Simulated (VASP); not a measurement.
# Si (Fd-3m) in VASP: notebook, part 3 of 4

VASP 6.6.1.

## (4) Single point, PBE (volume changed by -3%)

INCAR reads:

```
ALGO = Normal
EDIFF = 1E-7
ENCUT = 520
GGA = PE
ISIF = 2
ISMEAR = 0
LASPH = True
LCHARG = False
LREAL = False
LWAVE = False
NBANDS = 11
NELM = 80
PREC = Accurate
SIGMA = 0.01
```

KPOINTS reads:

```
k-points
0
Gamma
  6 6 6
```

POSCAR reads:

```
Si
1.0
    0.0000000000      2.7075170131      2.7075170131
    2.7075170131      0.0000000000      2.7075170131
    2.7075170131      2.7075170131      0.0000000000
Si
2
Direct
    0.0000000000      0.0000000000      0.0000000000
    0.2500000000      0.2500000000      0.2500000000
```

Potentials or basis: VASP PAW PBE potentials, release 64 (Si).

Command:

```sh
$ cat potpaw_PBE.64/Si/POTCAR > POTCAR
$ mpirun -np 1 vasp_std > vasp.out
```

OUTCAR:

```text
EDIFF = 1E-7
   ENCUT = 520
   GGA = PE
   ISIF = 2
   ISMEAR = 0
   LASPH = True
   LREAL = False
   NELM = 80
   PREC = Accurate

 ion  position               nearest neighbor table
   1  0.000  0.000  0.000-   2 2.34   2 2.34   2 2.34   2 2.34
   2  0.250  0.250  0.250-   1 2.34   1 2.34   1 2.34   1 2.34

  LATTYP: Found a face centered cubic cell.
 ALAT       =     5.4150340262

  Lattice vectors:

 A1 = (   0.0000000000,   2.7075170131,   2.7075170131)
 A2 = (   2.7075170131,   0.0000000000,   2.7075170131)
 A3 = (   2.7075170131,   2.7075170131,   0.0000000000)

Analysis of symmetry for initial positions (statically):
=====================================================================
 Subroutine PRICEL returns:
 Original cell was already a primitive cell.

 Routine SETGRP: Setting up the symmetry group for a
 face centered cubic supercell.

 Subroutine GETGRP returns: Found 48 space group operations
 (whereof 24 operations were pure point group operations)
 out of a pool of 48 trial point group operations.

The static configuration has the point symmetry T_d .
 The point group associated with its full space group is O_h .

Analysis of symmetry for dynamics (positions and initial velocities):
=====================================================================
 Subroutine PRICEL returns:
 Original cell was already a primitive cell.

 Routine SETGRP: Setting up the symmetry group for a
 face centered cubic supercell.

 Subroutine GETGRP returns: Found 48 space group operations
 (whereof 24 operations were pure point group operations)
 out of a pool of 48 trial point group operations.

The dynamic configuration has the point symmetry T_d .
 The point group associated with its full space group is O_h .

 Subroutine INISYM returns: Found 48 space group operations
 (whereof 24 operations are pure point group operations),
 and found     1 'primitive' translations

----------------------------------------------------------------------------------------

                                     Primitive cell

  volume of cell :      39.6957

  direct lattice vectors                    reciprocal lattice vectors
     0.000000000  2.707517013  2.707517013    -0.184671046  0.184671046  0.184671046
     2.707517013  0.000000000  2.707517013     0.184671046 -0.184671046  0.184671046
     2.707517013  2.707517013  0.000000000     0.184671046  0.184671046 -0.184671046

  length of vectors
     3.829007280  3.829007280  3.829007280     0.319859635  0.319859635  0.319859635

  position of ions in fractional coordinates (direct lattice)
     0.000000000  0.000000000  0.000000000
     0.250000000  0.250000000  0.250000000

  ion indices of the primitive-cell ions
   primitive index   ion index
                 1           1
                 2           2

----------------------------------------------------------------------------------------

 KPOINTS: k-points

Automatic generation of k-mesh.
 Grid dimensions read from file:
 generate k-points for:    6    6    6
[... 22 lines left out ...]
  0.166667  0.000000  0.000000      8.000000
  0.333333  0.000000  0.000000      8.000000
  0.500000  0.000000  0.000000      4.000000
  0.166667  0.166667  0.000000      6.000000
  0.333333  0.166667  0.000000     24.000000
[... 8 lines left out ...]
 -0.333333  0.333333  0.166667     24.000000
 -0.333333  0.500000  0.166667     12.000000
   k-points           NKPTS =     16   k-points in BZ     NKDIM =     16   number of bands    NBANDS=     11
   number of dos      NEDOS =    301   number of ions     NIONS =      2
   total plane-waves  NPLWV =  21952
   dimension x,y,z NGX =    28 NGY =   28 NGZ =   28
   dimension x,y,z NGXF=    56 NGYF=   56 NGZF=   56
   ions per type =               2
   NGX,Y,Z   is equivalent  to a cutoff of  12.16, 12.16, 12.16 a.u.
   NGXF,Y,Z  is equivalent  to a cutoff of  24.31, 24.31, 24.31 a.u.
 SYSTEM =  unknown system
   PREC   = accura    normal or accurate (medium, high low for compatibility)
   ISTART =      0    job   : 0-new  1-cont  2-samecut
   ICHARG =      2    charge: 1-file 2-atom 10-const
   ISPIN  =      1    spin polarized calculation?
   LNONCOLLINEAR =      F non collinear calculations
   LSORBIT =      F    spin-orbit coupling
   LASPH  =      T    aspherical Exc in radial PAW
   ENCUT  =  520.0 eV  38.22 Ry    6.18 a.u.   7.12  7.12  7.12*2*pi/ulx,y,z
   NELM   =     80;   NELMIN=  2; NELMDL= -5     # of ELM steps
   EDIFF  = 0.1E-06   stopping-criterion for ELM
   LREAL  =      F    real-space projection
   EDIFFG = 0.1E-05   stopping-criterion for IOM
   NSW    =      0    number of steps for IOM
   IBRION =     -1    ionic relax: 0-MD 1-quasi-New 2-CG
   NFREE  =      0    steps in history (QN), initial steepest desc. (CG)
   ISIF   =      2    stress and relaxation
   ISYM   =      2    0-nonsym 1-usesym 2-fastsym
   POTIM  = 0.5000    time-step for ionic-motion
   TEBEG  =    0.0;   TEEND  =   0.0 temperature during run
   PSTRESS=    0.0 pullay stress
   NELECT =       8.0000    total number of electrons
   NUPDOWN=      -1.0000    fix difference up-down
   EMIN   =  10.00;   EMAX   =-10.00  energy-range for DOS
   EFERMI =   0.00;   METHOD = LEGACY
   ISMEAR =     0;   SIGMA  =   0.01  broadening in eV -4-tet -1-fermi 0-gaus
   EFERMI_NEDOS =   21; number of points for ismear=-14 and -15
   IALGO  =     38    algorithm
   IMIX   =      4    mixing-type and parameters
     AMIX     =   0.40;   BMIX     =  1.00
     AMIX_MAG =   1.60;   BMIX_MAG =  1.00
  volume/ion in A,a.u.               =      19.85       133.94
  Fermi-wavevector in a.u.,A,eV,Ry     =   0.959821  1.813799 12.534457  0.921257
  Thomas-Fermi vector in A             =   2.089051
   LORBIT       =      0    0 simple, 1 ext, 2 COOP (PROOUT), +10 PAW based schemes
   GGA     = PE    functional components
   LHFCALC =     F    Hartree Fock is set to
   AEXX    =    0.0000 exact exchange contribution
   IVDW    =     0    specifies the selected vdW correction
   LEPSILON=     F    determine dielectric tensor
   LRPA    =     F    only Hartree local field effects (RPA)
 non-spin polarized calculation
 Gauss-broadening in eV      SIGMA  =   0.01
  energy-cutoff  :      520.00
  volume of cell :       39.70
 maximum number of plane-waves:      1090
   NGX = 15   NGY = 15   NGZ = 15

 number of electron       8.0000001 magnetization

 Free energy of the ion-electron system (eV)
  ---------------------------------------------------
  ext. energy  EPLUGINS =         0.00000000
  ---------------------------------------------------
  free energy    TOTEN  =       -10.81562759 eV

  energy without entropy =      -10.81562759  energy(sigma->0) =      -10.81562759

 E-fermi :   5.9856     XC(G=0):  -9.4382

 val. band max:        5.9221059169   @ k =   0.0000   0.0000   0.0000
 cond. band min:       6.6121557136   @ k =   0.5000   0.5000   0.0000
 fundamental gap:      0.6900497967
 Fermi energy:         5.9856310896

 k-point     1 :       0.0000    0.0000    0.0000
  band No.  band energies     occupation
      1      -6.0968      2.00000
      2       5.9221      2.00000
      3       5.9221      2.00000
      4       5.9221      2.00000
      5       8.4879      0.00000
      6       8.4879      0.00000
      7       8.4879      0.00000
      8       9.3969      0.00000
      9      13.6423      0.00000
     10      13.6423      0.00000
     11      13.9161      0.00000
[... 197 lines left out ...]
 k-point    16 :      -0.3333    0.5000    0.1667
  band No.  band energies     occupation
      1      -1.7973      2.00000
      2      -1.7973      2.00000
      3       2.2443      2.00000
      4       2.2443      2.00000
      5       8.6677      0.00000
      6       8.6677      0.00000
      7      12.7172      0.00000
      8      12.7172      0.00000
      9      16.5493      0.00000
     10      16.5493      0.00000
     11      18.9497      0.00000

------------------------ aborting loop because EDIFF is reached ----------------------------------------

  FORCE on cell =-STRESS in cart. coord.  units (eV):
  Direction    XX          YY          ZZ          XY          YZ          ZX
  --------------------------------------------------------------------------------------
  -------------------------------------------------------------------------------------
  Total        0.7131437      0.7131437      0.7131437     -0.0000000     -0.0000000      0.0000000
  in kB       28.7835317     28.7835317     28.7835317     -0.0000000     -0.0000000      0.0000000
  external PRESSURE =      28.7835317 kB  Pullay stress =       0.0000000 kB

 VOLUME and BASIS-vectors are now :
 -----------------------------------------------------------------------------
  energy-cutoff  :      520.00
  volume of cell :       39.70
      direct lattice vectors                 reciprocal lattice vectors
     0.000000000  2.707517013  2.707517013    -0.184671046  0.184671046  0.184671046
     2.707517013  0.000000000  2.707517013     0.184671046 -0.184671046  0.184671046
     2.707517013  2.707517013  0.000000000     0.184671046  0.184671046 -0.184671046

 POSITION                                       TOTAL-FORCE (eV/Angst)
 -----------------------------------------------------------------------------------
      0.00000      0.00000      0.00000         0.000000      0.000000     -0.000000
      1.35376      1.35376      1.35376        -0.000000     -0.000000      0.000000
 -----------------------------------------------------------------------------------
    total drift:                                0.000000      0.000000     -0.000000

  FREE ENERGIE OF THE ION-ELECTRON SYSTEM (eV)
  ---------------------------------------------------
  free  energy   TOTEN  =       -10.8156275877 eV

  energy  without entropy=      -10.8156275877  energy(sigma->0) =      -10.81562759
```

OSZICAR:

```text
N       E                     dE             d eps       ncg     rms          rms(c)
DAV:   1     0.598920744250E+01    0.59892E+01   -0.31340E+03   352   0.561E+02
DAV:   2    -0.105113711501E+02   -0.16501E+02   -0.15639E+02   462   0.825E+01
DAV:   3    -0.110008955782E+02   -0.48952E+00   -0.48775E+00   468   0.117E+01
DAV:   4    -0.110049782157E+02   -0.40826E-02   -0.40820E-02   416   0.136E+00
DAV:   5    -0.110050161504E+02   -0.37935E-04   -0.37934E-04   451   0.122E-01    0.495E+00
DAV:   6    -0.108736557053E+02    0.13136E+00   -0.74796E-02   394   0.113E+00    0.302E+00
DAV:   7    -0.108140571791E+02    0.59599E-01   -0.14342E-01   400   0.168E+00    0.194E-01
DAV:   8    -0.108153875508E+02   -0.13304E-02   -0.62352E-03   409   0.428E-01    0.825E-02
DAV:   9    -0.108156004432E+02   -0.21289E-03   -0.20119E-04   452   0.870E-02    0.604E-02
DAV:  10    -0.108156267814E+02   -0.26338E-04   -0.22467E-05   414   0.274E-02    0.582E-03
DAV:  11    -0.108156274099E+02   -0.62850E-06   -0.21648E-06   414   0.769E-03    0.333E-03
DAV:  12    -0.108156275365E+02   -0.12661E-06   -0.44926E-07   388   0.421E-03    0.211E-03
DAV:  13    -0.108156275877E+02   -0.51142E-07   -0.44946E-09   251   0.465E-04
   1 F= -.10815628E+02 E0= -.10815628E+02  d E =-.233534E-21
```

stdout:

```text
POSCAR found type information on POSCAR Si
 POSCAR found :  1 types and       2 ions
 scaLAPACK will be used
 LDA part: xc-table for (Slater+PW92), standard interpolation
 POSCAR, INCAR and KPOINTS ok, starting setup
 FFT: planning ... GRIDC
 FFT: planning ... GRID_SOFT
 FFT: planning ... GRID
 WAVECAR not read
 entering main loop
```

It took 4.4 s on 1 thread of Intel Xeon Platinum 8488C (Sapphire Rapids), shared host; peak memory 0.14 GiB.

What came out:

```
Free energy            : -10.8156 eV
Pressure               : 2.9 GPa
Band gap on the k mesh : 0.69 eV, indirect (least direct gap 2.57 eV)
```

Levels at points of the mesh, in eV from the valence-band top:
```csv
k point,band 2,band 3,band 4,band 5,band 6,band 7
"(0.00, 0.00, 0.00)",0.00,0.00,0.00,2.57,2.57,2.57
"(0.50, 0.00, 0.00)",-7.01,-1.21,-1.21,1.57,3.33,3.33
"(0.50, 0.50, 0.00)",-7.84,-2.87,-2.87,0.69,0.69,10.19
```

 A k mesh can miss the band edges.

## (5) Single point, PBE (volume changed by +3%)

INCAR reads:

```
SYSTEM = Si
PREC = Accurate
ENCUT = 520
EDIFF = 1E-7
ISMEAR = 0
SIGMA = 0.01
LREAL = .False.
LASPH = .True.
NELM = 60
ALGO = Normal
ISIF = 2
LWAVE = .False.
LCHARG = .True.
GGA = PE
LELF = .True.
LVHAR = .True.
NBANDS = 11
```

KPOINTS reads:

```
regular mesh
0
Gamma
  6 6 6
  0 0 0
```

POSCAR reads:

```
Si
1.0
    0.0000000000      2.7622290672      2.7622290672
    2.7622290672      0.0000000000      2.7622290672
    2.7622290672      2.7622290672      0.0000000000
Si
2
Direct
    0.0000000000      0.0000000000      0.0000000000
    0.2500000000      0.2500000000      0.2500000000
```

Potentials or basis: VASP PAW PBE potentials, release 64 (Si).

Command:

```sh
$ cat potpaw_PBE.64/Si/POTCAR > POTCAR
$ mpirun -np 1 vasp_std > vasp.out
```

OUTCAR:

```text
SYSTEM = Si
   PREC = Accurate
   ENCUT = 520
   EDIFF = 1E-7
   ISMEAR = 0
   LREAL = .False.
   LASPH = .True.
   NELM = 60
   ISIF = 2
   GGA = PE

 ion  position               nearest neighbor table
   1  0.000  0.000  0.000-   2 2.39   2 2.39   2 2.39   2 2.39
   2  0.250  0.250  0.250-   1 2.39   1 2.39   1 2.39   1 2.39

  LATTYP: Found a face centered cubic cell.
 ALAT       =     5.5244581344

  Lattice vectors:

 A1 = (   0.0000000000,   2.7622290672,   2.7622290672)
[... 401 lines left out ...]

------------------------ aborting loop because EDIFF is reached ----------------------------------------

  FORCE on cell =-STRESS in cart. coord.  units (eV):
  Direction    XX          YY          ZZ          XY          YZ          ZX
  --------------------------------------------------------------------------------------
  -------------------------------------------------------------------------------------
  Total       -0.6564184     -0.6564184     -0.6564184      0.0000000      0.0000000     -0.0000000
  in kB      -24.9506734    -24.9506734    -24.9506734      0.0000000      0.0000000     -0.0000000
  external PRESSURE =     -24.9506734 kB  Pullay stress =       0.0000000 kB

 VOLUME and BASIS-vectors are now :
 -----------------------------------------------------------------------------
  energy-cutoff  :      520.00
  volume of cell :       42.15
      direct lattice vectors                 reciprocal lattice vectors
     0.000000000  2.762229067  2.762229067    -0.181013228  0.181013228  0.181013228
     2.762229067  0.000000000  2.762229067     0.181013228 -0.181013228  0.181013228
     2.762229067  2.762229067  0.000000000     0.181013228  0.181013228 -0.181013228

 POSITION                                       TOTAL-FORCE (eV/Angst)
 -----------------------------------------------------------------------------------
      0.00000      0.00000      0.00000         0.000000      0.000000      0.000000
      1.38111      1.38111      1.38111        -0.000000     -0.000000     -0.000000
 -----------------------------------------------------------------------------------
    total drift:                               -0.000000     -0.000000     -0.000000

  FREE ENERGIE OF THE ION-ELECTRON SYSTEM (eV)
  ---------------------------------------------------
  free  energy   TOTEN  =       -10.8165213844 eV

  energy  without entropy=      -10.8165213844  energy(sigma->0) =      -10.81652138
```

stdout:

```text
POSCAR found type information on POSCAR Si
 POSCAR found :  1 types and       2 ions
 scaLAPACK will be used
 LDA part: xc-table for (Slater+PW92), standard interpolation
 POSCAR, INCAR and KPOINTS ok, starting setup
 FFT: planning ... GRIDC
 FFT: planning ... GRID_SOFT
 FFT: planning ... GRID
 WAVECAR not read
 entering main loop
```

It took 6 s on 1 thread of Intel Xeon Platinum 8488C (Sapphire Rapids), shared host; peak memory 0.15 GiB.

Results:

```yaml
Free_energy: -10.8165 eV
Pressure: -2.5 GPa
Band_gap_on_the_k_mesh: 0.80 eV, indirect (least direct gap 2.51 eV)
```

 A k mesh can miss the band edges.

(Part 3 of 4 ends here.)
